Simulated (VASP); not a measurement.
# SnO in VASP: a series of runs, part 2 of 2

VASP 6.6.1.

## (4) Single point, PBEsol

Contents of INCAR:

```
  PREC = Accurate
  ENCUT = 910
  EDIFF = 1E-6
  ISMEAR = -1
  SIGMA = 0.02
  LREAL = F
  LASPH = T
  NELM = 120
  ALGO = Normal
  ISIF = 2
  LWAVE = F
  LCHARG = T
  GGA = PS
  LELF = T
  LVHAR = T
  NBANDS = 28
  GGA_COMPAT = F
```

Contents of KPOINTS:

```
Automatic mesh
0
Gamma
  8 5 6
```

Contents of POSCAR:

```
SnO
1.0
    3.3550050000      0.0000000000      0.0000000000
    0.0000000000      5.6741040000      0.0000000000
    0.0000000000      0.0000000000      4.2219700000
Sn O
2 2
Direct
    0.5000000000      0.7680910000      0.0131440000
    0.0000000000      0.2319090000      0.5131440000
    0.5000000000      0.1087500000      0.2368570000
    0.0000000000      0.8912500000      0.7368570000
```

Potentials or basis: VASP PAW PBE potentials, release 64 (Sn_d, O_h).

On the command line:

```
$ cat potpaw_PBE.64/Sn_d/POTCAR potpaw_PBE.64/O_h/POTCAR > POTCAR
$ mpirun -np 1 vasp_std > vasp.out
```

OUTCAR:

```text
PREC = Accurate
   ENCUT = 910
   EDIFF = 1E-6
   ISMEAR = -1
   LREAL = F
   LASPH = T
   NELM = 120
   ISIF = 2
   GGA = PS

 ion  position               nearest neighbor table
   1  0.500  0.768  0.013-   3 2.15   4 2.16   4 2.16
   2  0.000  0.232  0.513-   4 2.15   3 2.16   3 2.16
   3  0.500  0.109  0.237-   1 2.15   2 2.16   2 2.16
   4  0.000  0.891  0.737-   2 2.15   1 2.16   1 2.16

  LATTYP: Found a simple orthorhombic cell.
 ALAT       =     3.3550050000
 B/A-ratio  =     1.2584094510
 C/A-ratio  =     1.6912356315

[... 935 lines left out ...]
     28      14.7923      0.00000

 [... further k-points ...]
[... 5 lines left out ...]
  --------------------------------------------------------------------------------------
  -------------------------------------------------------------------------------------
  Total       -1.8284758     -1.3566081     -1.3423457      0.0000000      0.0000000      0.0000000
  in kB      -36.4497204    -27.0432817    -26.7589682      0.0000000      0.0000000      0.0000000
  external PRESSURE =     -30.0839901 kB  Pullay stress =       0.0000000 kB

 VOLUME and BASIS-vectors are now :
 -----------------------------------------------------------------------------
  energy-cutoff  :      910.00
  volume of cell :       80.37
      direct lattice vectors                 reciprocal lattice vectors
     3.355005000  0.000000000  0.000000000     0.298062149  0.000000000  0.000000000
     0.000000000  5.674104000  0.000000000     0.000000000  0.176239279  0.000000000
     0.000000000  0.000000000  4.221970000     0.000000000  0.000000000  0.236856254

 POSITION                                       TOTAL-FORCE (eV/Angst)
 -----------------------------------------------------------------------------------
      1.67750      4.35823      0.05549         0.000000      0.342982     -0.099123
      0.00000      1.31588      2.16648         0.000000     -0.342982     -0.099123
      1.67750      0.61706      1.00000         0.000000     -0.120727      0.099123
      0.00000      5.05705      3.11099         0.000000      0.120727      0.099123
 -----------------------------------------------------------------------------------
    total drift:                                0.000000      0.000000      0.001620

  FREE ENERGIE OF THE ION-ELECTRON SYSTEM (eV)
  ---------------------------------------------------
  free  energy   TOTEN  =       -23.8122234848 eV

  energy  without entropy=      -23.8122234848  energy(sigma->0) =      -23.81222348
```

OSZICAR:

```text
N       E                     dE             d eps       ncg     rms          rms(c)
DAV:   1     0.540917647125E+03    0.54092E+03   -0.27145E+04  3420   0.293E+03
DAV:   2     0.903269294462E+02   -0.45059E+03   -0.43467E+03  3416   0.704E+02
DAV:   3    -0.167335801204E+02   -0.10706E+03   -0.10332E+03  4216   0.227E+02
DAV:   4    -0.269538535571E+02   -0.10220E+02   -0.10059E+02  3972   0.708E+01
DAV:   5    -0.273020286122E+02   -0.34818E+00   -0.34724E+00  3904   0.135E+01    0.112E+01
DAV:   6    -0.239071623029E+02    0.33949E+01   -0.14562E+01  5656   0.447E+01    0.519E+00
DAV:   7    -0.238587184635E+02    0.48444E-01   -0.20576E+00  3892   0.848E+00    0.267E+00
DAV:   8    -0.238250610898E+02    0.33657E-01   -0.42513E-01  4240   0.438E+00    0.871E-01
DAV:   9    -0.238111856687E+02    0.13875E-01   -0.50796E-02  5640   0.234E+00    0.271E-01
DAV:  10    -0.238124624502E+02   -0.12768E-02   -0.77968E-03  4240   0.785E-01    0.121E-01
DAV:  11    -0.238122177304E+02    0.24472E-03   -0.15490E-03  5652   0.370E-01    0.318E-02
DAV:  12    -0.238122296939E+02   -0.11964E-04   -0.18006E-04  3536   0.945E-02    0.303E-02
DAV:  13    -0.238122240713E+02    0.56226E-05   -0.24903E-05  4056   0.344E-02    0.798E-03
DAV:  14    -0.238122234848E+02    0.58655E-06   -0.30776E-06  3520   0.123E-02
   1 F= -.23812223E+02 E0= -.23812223E+02  d E =-.268360E-11
```

stdout:

```text
POSCAR found type information on POSCAR SnO
 POSCAR found :  2 types and       4 ions
 scaLAPACK will be used
 -----------------------------------------------------------------------------
|                                                                             |
|                                                                             |
|     You enforced a specific xc type in the INCAR file but a different       |
|     I HOPE YOU KNOW WHAT YOU ARE DOING!                                     |
|                                                                             |
 -----------------------------------------------------------------------------

 LDA part: xc-table for (Slater+PW92), standard interpolation
 POSCAR, INCAR and KPOINTS ok, starting setup
 FFT: planning ... GRIDC
 FFT: planning ... GRID_SOFT
 FFT: planning ... GRID
 WAVECAR not read
 entering main loop
```

Wall time 3.4 min (1 thread of Intel Xeon Platinum 8259CL at 2.50GHz (Skylake/Cascade Lake), shared host); peak memory 0.44 GiB.

What came out:

* Free energy: -23.8122 eV
* Pressure: -3.0 GPa
* Largest force: 0.357 eV/Å
* Band gap on the k mesh: 1.42 eV (least direct gap 2.01 eV)

Forces in eV/Å, atoms in the order of the input:
```
Sn   0.000  0.343 -0.099
Sn   0.000 -0.343 -0.099
O    0.000 -0.121  0.099
O    0.000  0.121  0.099
```

Stress tensor (GPa, compression positive):
```
-3.64  0.00  0.00
 0.00 -2.70  0.00
 0.00  0.00 -2.68
```

Caveat: the cutoff is under 1.25 times the usual one of these potentials, so pressure, stress and relaxed cells hold a basis-set (Pulay) error; the cell stands under tension; the PAW data sets were made with another functional, which shifts forces and pressure a little; spin-orbit coupling is left out, which moves the levels of the heavy elements; an odd mesh through Γ misses points on the zone boundary, where band edges can lie.

## (5) Summary

```tsv
potentials or basis	cell	cutoff (eV)	gap on the mesh (eV)	pressure (GPa)	largest force (eV/Å)
VASP PAW PBE potentials, release 64 (Sn_d, O)	as given, atomic positions A	520	1.42	-3.0	0.39
VASP PAW PBE potentials, release 64 (Sn_d, O)	as given, atomic positions B	520	1.42	-2.8	0.35
VASP PAW PBE potentials, release 64 (Sn_d, O_h)	as given, atomic positions A	910	1.42	-3.0	0.36
```

Alike in all rows: task single point; level PBEsol; no spin polarisation; k mesh 8 × 5 × 6; smearing fermi-dirac 0.02 eV.

Caveats: the PAW data sets were made with another functional, which shifts forces and pressure a little; spin-orbit coupling is left out, which moves the levels of the heavy elements; an odd mesh through Γ misses points on the zone boundary, where band edges can lie; the cutoff is under 1.25 times the usual one of these potentials, so pressure, stress and relaxed cells hold a basis-set (Pulay) error (at least some runs); the cell stands under tension (at least some runs).

Absolute energies hang on the potentials; compare differences alone.
